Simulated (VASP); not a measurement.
## C: relaxation of cell and atoms with PBE

C:

```xyz
4
Lattice="1.2280 -2.1271 0.0000 1.2280 2.1271 0.0000 0.0000 0.0000 7.1733" Properties=species:S:1:pos:R:3 pbc="T T T"
C     1.2280    1.7724    5.4025
C     1.2280   -0.3547    1.7708
C     1.2280   -1.7724    1.7708
C     1.2280    0.3547    5.4025
```

- Program: VASP 6.6.1
- Task: relaxation of cell and atoms
- Functional: PBE
- Potentials or basis: VASP PAW PBE potentials, release 64 (C)
- Cutoff: 600 eV
- k mesh: 6 × 6 × 2
- Occupations: gaussian, width 0.1 eV
- Spin: no spin polarisation
- Dipole correction: no
- Further INCAR settings: ALGO = Normal; EDIFF = 1e-07; IBRION = 2; EDIFFG = -0.01; NSW = 80; ISIF = 3

```json
{"Relaxed volume": "10.08 Å³/atom", "Relaxed cell": "a = 2.468 Å, b = 2.468 Å, c = 7.643 Å, α = 90.00°, β = 90.00°, γ = 120.01°", "Space group after relaxing (to 0.05 Å)": "Cmme (No. 67)", "Energy gained by relaxing": "3.0 meV/atom", "Ionic steps": "15", "Pressure after relaxing": "0.0 GPa", "Band gap on the k mesh": "0.02 eV"}
```

Stress tensor (GPa, compression positive):
```
 0.16  0.00  0.00
 0.00 -0.12  0.00
 0.00  0.00  0.09
```

The path:
| step | energy change (eV) | largest force (eV/Å) | pressure (GPa) | volume (Å³) |
| --- | --- | --- | --- | --- |
| 1 | 0.0000 | 0.0259 | 3.96 | 37.48 |
| 2 | 0.0247 | 0.0628 | -7.59 | 38.74 |
| 3 | -0.0062 | 0.0039 | 0.20 | 37.86 |
| 4 | -0.0062 | 0.0033 | 0.27 | 37.86 |
| 5 | -0.0066 | 0.0013 | 0.27 | 37.93 |
| 6 | -0.0076 | 0.0090 | 0.23 | 38.16 |
| 7 | -0.0090 | 0.0285 | 0.18 | 38.63 |
| 8 | -0.0095 | 0.1124 | 0.14 | 39.55 |
| 9 | -0.0097 | 0.0713 | 0.15 | 39.22 |
| 10 | -0.0099 | 0.0604 | 0.13 | 39.26 |
| 11 | -0.0104 | 0.0312 | 0.09 | 39.40 |
| 12 | -0.0112 | 0.0152 | 0.02 | 39.66 |
| 13 | -0.0118 | 0.0759 | -0.10 | 40.20 |
| 14 | -0.0121 | 0.0126 | 0.01 | 40.30 |
| 15 | -0.0121 | 0.0012 | 0.04 | 40.32 |

Final structure:
```
CELL_PARAMETERS angstrom
1.23387 -2.13777 0.00000
1.23387 2.13777 0.00000
0.00000 0.00000 7.64326
ATOMIC_POSITIONS crystal
C 0.08329 0.91671 0.75334
C 0.58329 0.41671 0.24666
C 0.91671 0.08329 0.24666
C 0.41671 0.58329 0.75334
```

Levels at points of the mesh, in eV from the valence-band top:
| k point | band 5 | band 6 | band 7 | band 8 | band 9 | band 10 | band 11 | band 12 |
| --- | --- | --- | --- | --- | --- | --- | --- | --- |
| (0.00, 0.00, 0.00) | -3.04 | -3.03 | -3.03 | -3.03 | 3.49 | 7.95 | 8.29 | 8.30 |
| (0.50, 0.00, 0.00) | -6.40 | -6.40 | -2.37 | -2.37 | 1.73 | 1.73 | 7.35 | 7.35 |
| (0.50, 0.50, 0.00) | -6.41 | -6.39 | -2.66 | -2.02 | 1.30 | 2.11 | 7.29 | 7.43 |
| (0.00, 0.00, 0.50) | -3.04 | -3.04 | -3.03 | -3.03 | 5.18 | 5.35 | 8.31 | 8.31 |
| (0.50, 0.00, 0.50) | -6.40 | -6.40 | -2.35 | -2.35 | 1.67 | 1.67 | 7.35 | 7.35 |
| (0.50, 0.50, 0.50) | -6.40 | -6.40 | -2.39 | -2.33 | 1.65 | 1.70 | 7.35 | 7.37 |

It took 76 s on 1 thread of AMD EPYC 9R45 96-Core Processor (Zen 5) (shared host), peak memory 0.12 GiB.

Caveat: the k points lie up to 0.49 Å⁻¹ apart in the final cell; this functional lacks dispersion, which binds the layers, so the pressure and a relaxed spacing across them are unreliable. A k mesh can miss the band edges.
